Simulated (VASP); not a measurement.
Set up this calculation in VASP 6.6.1, as the native input.

* Task: single point
* Functional: PBE
* Potentials or basis: VASP PAW PBE potentials, release 64 (Ni_sv_GW, Si)
* Cutoff: 590 eV
* k mesh: 9 × 9 × 9
* Occupations: fermi-dirac, width 0.05 eV
* Spin: collinear spin, ferromagnetic start
* Starting moments: [1.0, 0.0, 0.0] μB
* Hubbard terms: Ni d U = 5.0 eV
* Dipole correction: no
* Second run: valence_matched
* Further INCAR settings: ALGO = Normal; EDIFF = 1e-06; NBANDS = 24

The structure of Si2Ni lies in POSCAR:

```
Si2Ni
1.0
    0.0000000000      2.7237290996      2.7237290996
    2.7237290996      0.0000000000      2.7237290996
    2.7237290996      2.7237290996      0.0000000000
Ni Si
1 2
Direct
    0.0000000000      0.0000000000      0.0000000000
    0.7500000000      0.7500000000      0.7500000000
    0.2500000000      0.2500000000      0.2500000000
```

The input as run:

INCAR

```
SYSTEM = Si2Ni
PREC = Accurate
ENCUT = 590
EDIFF = 1E-6
ISMEAR = -1
SIGMA = 0.05
LREAL = .FALSE.
LASPH = .TRUE.
NELM = 200
ALGO = Normal
ISIF = 2
LWAVE = .FALSE.
LCHARG = .FALSE.
ISPIN = 2
MAGMOM = 1 0 0
LORBIT = 11
LMAXMIX = 4
LDAU = .TRUE.
LDAUTYPE = 2
LDAUL = 2 -1
LDAUU = 5 0
LDAUJ = 0 0
LDAUPRINT = 1
GGA = PE
NBANDS = 24
GGA_COMPAT = .FALSE.
```

KPOINTS

```
regular mesh
0
G
  9 9 9
  0 0 0
```

Potentials or basis: VASP PAW PBE potentials, release 64 (Ni_sv_GW, Si).

Command:

```console
$ cat potpaw_PBE.64/Ni_sv_GW/POTCAR potpaw_PBE.64/Si/POTCAR > POTCAR
$ mpirun -np 1 vasp_std > vasp.out
```

It gave:

The pressure is -1.7 GPa. The band gap on the k mesh is zero (filled and empty bands overlap), the net moment is 0.00 μB per cell and the valence electrons inside the program's atomic spheres are Ni 16.66; Si 1.58.

Caveat: the U is typed as a test and isn't derived for this compound.

It took 72 s on 1 thread of AMD EPYC 7R13 Processor (Zen 3) (shared host), peak memory 0.22 GiB.
